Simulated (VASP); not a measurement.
# HfC (P3m1) in VASP: single point with PBE

Aim: the single point of HfC with PBE.

Program: VASP 6.6.1. These are calculated values, not measurements. Logs are shortened: lines on timing, memory, paths and dates and some standing lists are left out, and cuts for length are marked.

## Step 1: The cell of the first run

The structure is trigonal, space group P3m1 (No. 156). Conventional cell: a = 3.238 Å, b = 3.238 Å, c = 2.916 Å, α = 90.00°, β = 90.00°, γ = 120.00°. Within 3.1 Å of Hf (site symmetry 3m) lie 6 C at 2.33 to 2.41 Å and 2 Hf at 2.92 Å. Within 3.1 Å of C (site symmetry 3m) lie 6 Hf at 2.33 to 2.41 Å and 2 C at 2.92 Å.

## Step 2: Single point, PBE

Input file POSCAR:

```
HfC
1.0
    3.2375192298      0.0000000000      0.0000000000
   -1.6187596149      2.8037738983      0.0000000000
    0.0000000000      0.0000000000      2.9156560663
Hf C
1 1
Direct
    0.6666666667      0.3333333333      0.4449846276
    0.3333333333      0.6666666667      0.9676447424
```

Input file INCAR.step1:

```
SYSTEM = HfC
PREC = Accurate ; ENCUT = 520
EDIFF = 1E-6 ; ISMEAR = 0
SIGMA = 0.1 ; LREAL = .FALSE.
LASPH = .TRUE. ; NELM = 60
ALGO = Normal ; ISIF = 2
LWAVE = .FALSE. ; LCHARG = .TRUE.
LMAXMIX = 4 ; GGA = PE
NBANDS = 14
```

Input file KPOINTS.step1:

```
regular mesh
0
G
  18 18 18
  0 0 0
```

Input file INCAR.step2:

```
SYSTEM = HfC
PREC = Accurate ; ENCUT = 520
EDIFF = 1E-6 ; ISMEAR = -5
SIGMA = 0.1 ; LREAL = .FALSE.
LASPH = .TRUE. ; NELM = 60
ALGO = Normal ; ISIF = 2
LWAVE = .FALSE. ; LCHARG = .FALSE.
LMAXMIX = 4 ; GGA = PE
LORBIT = 10 ; NBANDS = 14
NEDOS = 1001 ; ICHARG = 11
```

Input file KPOINTS.step2:

```
regular mesh
0
G
  27 27 27
  0 0 0
```

Potentials or basis: VASP PAW PBE potentials, release 64 (Hf_pv, C).

The run is started by

```bash
$ cat potpaw_PBE.64/Hf_pv/POTCAR potpaw_PBE.64/C/POTCAR > POTCAR
$ cp INCAR.step1 INCAR
$ cp KPOINTS.step1 KPOINTS
$ mpirun -np 1 vasp_std > vasp.out
$ cp INCAR.step2 INCAR
$ cp KPOINTS.step2 KPOINTS
$ mpirun -np 1 vasp_std > vasp.out
```

OUTCAR:

```text
SYSTEM = HfC
   PREC = Accurate
   ENCUT = 520
   EDIFF = 1E-6
   ISMEAR = -5
   LREAL = .FALSE.
   LASPH = .TRUE.
   NELM = 60
   ISIF = 2
   GGA = PE
   LORBIT = 10
   ICHARG = 11

 ion  position               nearest neighbor table
   1  0.667  0.333  0.445-   2 2.33   2 2.33   2 2.33   2 2.41   2 2.41   2 2.41
   2  0.333  0.667  0.968-   1 2.33   1 2.33   1 2.33   1 2.41   1 2.41   1 2.41

  LATTYP: Found a hexagonal cell.
 ALAT       =     3.2375192298
 C/A-ratio  =     0.9005833971

  Lattice vectors:

 A1 = (   3.2375192298,   0.0000000000,   0.0000000000)
 A2 = (  -1.6187596149,   2.8037738983,   0.0000000000)
 A3 = (   0.0000000000,   0.0000000000,   2.9156560663)

Analysis of symmetry for initial positions (statically):
=====================================================================
 Subroutine PRICEL returns:
 Original cell was already a primitive cell.

 Routine SETGRP: Setting up the symmetry group for a
 hexagonal supercell.

 Subroutine GETGRP returns: Found  6 space group operations
 (whereof  6 operations were pure point group operations)
 out of a pool of 24 trial point group operations.

The static configuration has the point symmetry C_3v.

Analysis of symmetry for dynamics (positions and initial velocities):
=====================================================================
 Subroutine PRICEL returns:
 Original cell was already a primitive cell.

 Routine SETGRP: Setting up the symmetry group for a
 hexagonal supercell.

 Subroutine GETGRP returns: Found  6 space group operations
 (whereof  6 operations were pure point group operations)
 out of a pool of 24 trial point group operations.

The dynamic configuration has the point symmetry C_3v.

 Subroutine INISYM returns: Found  6 space group operations
 (whereof  6 operations are pure point group operations),
 and found     1 'primitive' translations

----------------------------------------------------------------------------------------

                                     Primitive cell

  volume of cell :      26.4662

  direct lattice vectors                    reciprocal lattice vectors
     3.237519230  0.000000000  0.000000000     0.308878474  0.178331070  0.000000000
    -1.618759615  2.803773898  0.000000000     0.000000000  0.356662140  0.000000000
     0.000000000  0.000000000  2.915656066     0.000000000  0.000000000  0.342975981

  length of vectors
     3.237519230  3.237519230  2.915656066     0.356662140  0.356662140  0.342975981

  position of ions in fractional coordinates (direct lattice)
     0.666666667  0.333333333  0.444984628
     0.333333333  0.666666667  0.967644742

  ion indices of the primitive-cell ions
   primitive index   ion index
                 1           1
                 2           2

----------------------------------------------------------------------------------------

 KPOINTS: regular mesh

Automatic generation of k-mesh.
 Grid dimensions read from file:
 generate k-points for:   27   27   27

 Generating k-lattice:

  Cartesian coordinates                     Fractional coordinates (reciprocal lattice)
     0.011439943  0.006604854  0.000000000     0.037037037  0.000000000  0.000000000
     0.000000000  0.013209709  0.000000000     0.000000000  0.037037037  0.000000000
     0.000000000  0.000000000  0.012702814     0.000000000  0.000000000  0.037037037

  Length of vectors
     0.013209709  0.013209709  0.012702814

  Shift w.r.t. Gamma in fractional coordinates (k-lattice)
     0.000000000  0.000000000  0.000000000

 TETIRR: Found  29292 inequivalent tetrahedra from   118098

 Subroutine IBZKPT returns following result:
 ===========================================

 Found   1843 irreducible k-points:

 Following reciprocal coordinates:
            Coordinates               Weight
  0.000000  0.000000  0.000000      1.000000
  0.037037  0.000000  0.000000      6.000000
  0.074074  0.000000  0.000000      6.000000
  0.111111  0.000000  0.000000      6.000000
  0.148148  0.000000  0.000000      6.000000
  0.185185  0.000000  0.000000      6.000000
[... 16 lines left out ...]
  0.333333  0.037037  0.000000     12.000000
  0.370370  0.037037  0.000000     12.000000
 [... further k-points ...]
   k-points           NKPTS =   1843   k-points in BZ     NKDIM =   1843   number of bands    NBANDS=     14
   number of dos      NEDOS =   1001   number of ions     NIONS =      2
   total plane-waves  NPLWV =  13824
   dimension x,y,z NGX =    24 NGY =   24 NGZ =   24
   dimension x,y,z NGXF=    48 NGYF=   48 NGZF=   48
   ions per type =               1   1
   NGX,Y,Z   is equivalent  to a cutoff of  12.32, 12.32, 13.68 a.u.
   NGXF,Y,Z  is equivalent  to a cutoff of  24.65, 24.65, 27.37 a.u.
 SYSTEM =  HfC
   PREC   = accura    normal or accurate (medium, high low for compatibility)
   ISTART =      0    job   : 0-new  1-cont  2-samecut
   ICHARG =     11    charge: 1-file 2-atom 10-const
   ISPIN  =      1    spin polarized calculation?
   LNONCOLLINEAR =      F non collinear calculations
   LSORBIT =      F    spin-orbit coupling
   LASPH  =      T    aspherical Exc in radial PAW
   ENCUT  =  520.0 eV  38.22 Ry    6.18 a.u.   6.02  6.02  5.42*2*pi/ulx,y,z
   NELM   =     60;   NELMIN=  2; NELMDL=  0     # of ELM steps
   EDIFF  = 0.1E-05   stopping-criterion for ELM
   LREAL  =      F    real-space projection
[... 7 lines left out ...]
   TEBEG  =    0.0;   TEEND  =   0.0 temperature during run
   PSTRESS=    0.0 pullay stress
   NELECT =      14.0000    total number of electrons
   NUPDOWN=      -1.0000    fix difference up-down
   EMIN   =  10.00;   EMAX   =-10.00  energy-range for DOS
   EFERMI =   0.00;   METHOD = LEGACY
   ISMEAR =    -5;   SIGMA  =   0.10  broadening in eV -4-tet -1-fermi 0-gaus
   EFERMI_NEDOS =   21; number of points for ismear=-14 and -15
   IALGO  =     38    algorithm
   IMIX   =      4    mixing-type and parameters
     AMIX     =   0.40;   BMIX     =  1.00
     AMIX_MAG =   1.60;   BMIX_MAG =  1.00
  volume/ion in A,a.u.               =      13.23        89.30
  Fermi-wavevector in a.u.,A,eV,Ry     =   1.323997  2.501991 23.850574  1.752968
  Thomas-Fermi vector in A             =   2.453564
   LORBIT       =     10    0 simple, 1 ext, 2 COOP (PROOUT), +10 PAW based schemes
   GGA     = PE    functional components
   LHFCALC =     F    Hartree Fock is set to
   AEXX    =    0.0000 exact exchange contribution
   IVDW    =     0    specifies the selected vdW correction
   LEPSILON=     F    determine dielectric tensor
   LRPA    =     F    only Hartree local field effects (RPA)
 non-spin polarized calculation
 Fermi weights with tetrahedron method with Bloechl corrections
  energy-cutoff  :      520.00
  volume of cell :       26.47
 maximum number of plane-waves:       735

 number of electron      14.0000001 magnetization

 Free energy of the ion-electron system (eV)
  ---------------------------------------------------
  ext. energy  EPLUGINS =         0.00000000
  ---------------------------------------------------
  free energy    TOTEN  =       -19.51760177 eV

  energy without entropy =      -19.51760177  energy(sigma->0) =      -19.51760177

 E-fermi :   5.4196     XC(G=0): -11.9687

 val. band max:        5.4379197103   @ k =   0.1852   0.1852   0.0000
 cond. band min:       5.4021916186   @ k =   0.0000   0.3704   0.0370
 fundamental gap:     -0.0357280916
 Fermi energy:         5.4196043854

 k-point     1 :       0.0000    0.0000    0.0000
  band No.  band energies     occupation
      1     -24.3330      2.00000
      2     -24.3330      2.00000
      3     -23.9326      2.00000
      4      -6.4085      2.00000
      5       3.8985      2.00000
      6       3.8985      2.00000
      7       4.2726      2.00000
      8       7.2030      0.00000
      9      10.3317      0.00000
     10      11.6087      0.00000
     11      11.6087      0.00000
     12      12.2843      0.00000
     13      12.2844      0.00000
     14      19.0352      0.00000

 k-point     2 :       0.0370    0.0000    0.0000
  band No.  band energies     occupation
      1     -24.3414      2.00000
      2     -24.3349      2.00000
      3     -23.9316      2.00000
      4      -6.3802      2.00000
      5       3.8132      2.00000
      6       3.9214      2.00000
      7       4.3058      2.00000
      8       7.1570      0.00000
      9      10.4347      0.00000
     10      11.5971      0.00000
     11      11.6404      0.00000
     12      12.2401      0.00000
     13      12.2697      0.00000
     14      19.0091      0.00000

 k-point     3 :       0.0741    0.0000    0.0000
  band No.  band energies     occupation
      1     -24.3660      2.00000
      2     -24.3404      2.00000
      3     -23.9288      2.00000
      4      -6.2963      2.00000
      5       3.5946      2.00000
      6       3.9893      2.00000
      7       4.3813      2.00000
      8       7.0269      0.00000
      9      10.7268      0.00000
     10      11.5635      0.00000
     11      11.6769      0.00000
     12      12.1680      0.00000
     13      12.2278      0.00000
     14      18.9548      0.00000

 k-point     4 :       0.1111    0.0000    0.0000
  band No.  band energies     occupation
      1     -24.4052      2.00000
      2     -24.3491      2.00000
      3     -23.9243      2.00000
      4      -6.1600      2.00000
      5       3.2916      2.00000
      6       4.0994      2.00000
      7       4.4807      2.00000
      8       6.8335      0.00000
      9      11.1576      0.00000
     10      11.5110      0.00000
     11      11.5591      0.00000
     12      12.1639      0.00000
     13      12.2415      0.00000
     14      18.8748      0.00000

 k-point     5 :       0.1481    0.0000    0.0000
  band No.  band energies     occupation
      1     -24.4567      2.00000
      2     -24.3606      2.00000
      3     -23.9183      2.00000
      4      -5.9763      2.00000
      5       2.9410      2.00000
      6       4.2470      2.00000
      7       4.5963      2.00000
      8       6.6012      0.00000
      9      11.2393      0.00000
     10      11.4445      0.00000
     11      11.7458      0.00000
[... 276 lines left out ...]
 k-point    22 :       0.2963    0.0370    0.0000
  band No.  band energies     occupation
      1     -24.7490      2.00000
      2     -24.4318      2.00000
      3     -23.8826      2.00000
      4      -4.7749      2.00000
      5       1.3949      2.00000
      6       4.8288      2.00000
      7       5.2237      2.00000
      8       5.5599      0.00000
      9      10.3597      0.00000
     10      11.0818      0.00000
     11      11.7832      0.00000
     12      13.3753      0.00000
     13      14.2912      0.00000
     14      19.0101      0.00000

 k-point    23 :       0.3333    0.0370    0.0000
  band No.  band energies     occupation
      1     -24.8053      2.00000
      2     -24.4457      2.00000
      3     -23.8754      2.00000
      4      -4.5036      2.00000
      5       1.1391      2.00000
      6       4.7802      2.00000
      7       5.3267      2.00000
      8       5.4712     -0.00516
      9      10.4455      0.00000
     10      11.0226      0.00000
     11      11.7663      0.00000
     12      13.4573      0.00000
     13      14.6624      0.00000
     14      18.9391      0.00000

 k-point    24 :       0.3704    0.0370    0.0000
  band No.  band energies     occupation
      1     -24.8522      2.00000
      2     -24.4573      2.00000
      3     -23.8694      2.00000
      4      -4.2631      2.00000
      5       0.9292      2.00000
      6       4.6957      2.00000
      7       5.2296      2.00000
      8       5.5931     -0.01049
      9      10.6184      0.00000
     10      10.9759      0.00000
     11      11.7635      0.00000
     12      13.4953      0.00000
     13      14.9553      0.00000
     14      18.5565      0.00000

 [... further k-points ...]

------------------------ aborting loop because EDIFF is reached ----------------------------------------

  FORCE on cell =-STRESS in cart. coord.  units (eV):
  Direction    XX          YY          ZZ          XY          YZ          ZX
  --------------------------------------------------------------------------------------
  -------------------------------------------------------------------------------------
  Total       -0.1222638     -0.1222638     -0.1829383      0.0000000      0.0000000      0.0000000
  in kB       -7.4014476     -7.4014476    -11.0744863      0.0000000      0.0000000      0.0000000
  external PRESSURE =      -8.6257938 kB  Pullay stress =       0.0000000 kB

 VOLUME and BASIS-vectors are now :
 -----------------------------------------------------------------------------
  energy-cutoff  :      520.00
  volume of cell :       26.47
      direct lattice vectors                 reciprocal lattice vectors
     3.237519230  0.000000000  0.000000000     0.308878474  0.178331070  0.000000000
    -1.618759615  2.803773898  0.000000000     0.000000000  0.356662140  0.000000000
     0.000000000  0.000000000  2.915656066     0.000000000  0.000000000  0.342975981

 POSITION                                       TOTAL-FORCE (eV/Angst)
 -----------------------------------------------------------------------------------
      1.61876      0.93459      1.29742         0.000000     -0.000000     -0.010212
     -0.00000      1.86918      2.82132        -0.000000      0.000000      0.010212
 -----------------------------------------------------------------------------------
    total drift:                               -0.000659      0.000381     -0.000054

  FREE ENERGIE OF THE ION-ELECTRON SYSTEM (eV)
  ---------------------------------------------------
  free  energy   TOTEN  =       -19.5176017743 eV

  energy  without entropy=      -19.5176017743  energy(sigma->0) =      -19.51760177

 total charge

# of ion       s       p       d       tot
------------------------------------------
    1        0.339   6.546   1.663   8.548
    2        0.869   1.484   0.000   2.353
--------------------------------------------------
tot          1.208   8.030   1.663  10.901
```

Wall time 8.3 min (1 thread of Intel Xeon 8259CL, shared host); peak memory 0.81 GiB.

What came out:

```yaml
Valence_electrons_inside_the_program's_atomic_spheres: Hf 8.55; C 2.35
```

Caveat: spin-orbit coupling is left out, which moves the levels of the heavy elements; tetrahedron occupations give inexact forces and stress in metals.
